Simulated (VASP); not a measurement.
**BP: single point with LDA**

BP:

```xyz
2
Lattice="0.0000 2.2454 2.2342 2.2454 0.0000 2.2342 2.2454 2.2454 0.0000" Properties=species:S:1:pos:R:3 pbc="T T T"
B     0.0000    0.0000    0.0000
P     3.3681    3.3681    3.3512
```

This cell differs from its parent crystal: z stretched by -0.5 %, x and y held.

```json
{"Program": "VASP 6.6.1", "Task": "single point", "Functional": "LDA", "Potentials or basis": "VASP PAW LDA potentials, release 64 (B, P)", "Cutoff": "520 eV", "k mesh": "8 × 8 × 8", "Occupations": "gaussian, width 0.01 eV", "Spin": "no spin polarisation"}
```

```yaml
Pressure: 0.8 GPa
Band_gap_on_the_k_mesh: 1.10 eV, indirect (least direct gap 3.39 eV)
```

Stress tensor (GPa, compression positive):
```
0.30 0.00 0.00
0.00 0.30 0.00
0.00 0.00 1.67
```

Levels at points of the mesh, in eV from the valence-band top:
| k point | band 2 | band 3 | band 4 | band 5 | band 6 | band 7 |
| --- | --- | --- | --- | --- | --- | --- |
| (0.00, 0.00, 0.00) | -0.05 | -0.05 | 0.00 | 3.39 | 3.41 | 3.41 |
| (0.50, 0.00, 0.00) | -9.30 | -1.86 | -1.79 | 3.97 | 4.65 | 4.70 |
| (0.50, 0.50, 0.00) | -8.67 | -4.30 | -4.30 | 1.16 | 1.44 | 12.31 |
| (0.50, 0.00, 0.50) | -8.72 | -4.26 | -4.25 | 1.22 | 1.51 | 12.25 |

It took 4.1 s on 1 thread of Intel Xeon 6975P-C (shared host), peak memory 0.13 GiB.

Caveat: the cell differs from its parent crystal (z stretched by -0.5 %, x and y held). A k mesh can miss the band edges.
